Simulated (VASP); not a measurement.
Al2Ru, 6 atoms in the cell. It takes space group Fddd (No. 70, orthorhombic). The conventional cell has a = 4.790 Å, b = 7.889 Å, c = 8.673 Å, α = 90.00°, β = 90.00°, γ = 90.00°. Al (site symmetry 2) has 5 Ru at 2.55 to 2.75 Å and 9 Al at 2.58 to 3.17 Å within 3.4 Å. Ru (site symmetry 222) has 10 Al at 2.55 to 2.75 Å and 4 Ru at 3.17 Å within 3.4 Å. 

```yaml
Program: VASP 6.6.1
Task: single point
Functional: LDA
Potentials_or_basis: VASP PAW LDA potentials, release 64 (Al, Ru_pv)
Cutoff: 520 eV
k_mesh: 10 × 10 × 10
Occupations: gaussian, width 0.03 eV
Spin: no spin polarisation
Dipole_correction: no
Further_INCAR_settings: ALGO = Normal; EDIFF = 1e-06; NBANDS = 29
```

Potentials or basis: VASP PAW LDA potentials, release 64 (Al, Ru_pv).

The run is started by

```bash
$ cat potpaw_LDA.64/Al/POTCAR potpaw_LDA.64/Ru_pv/POTCAR > POTCAR
$ mpirun -np 1 vasp_std > vasp.out
```

Hardware: 1 thread of AMD EPYC 9R45 96-Core Processor (Zen 5), on a shared host.

Problem. Estimate the wall time of this run.

Solution. Wall time 5.4 min on 1 thread of AMD EPYC 9R45 96-Core Processor (Zen 5), on a shared host, peak memory 0.41 GiB. Counts: scf iterations 13, k points 171.
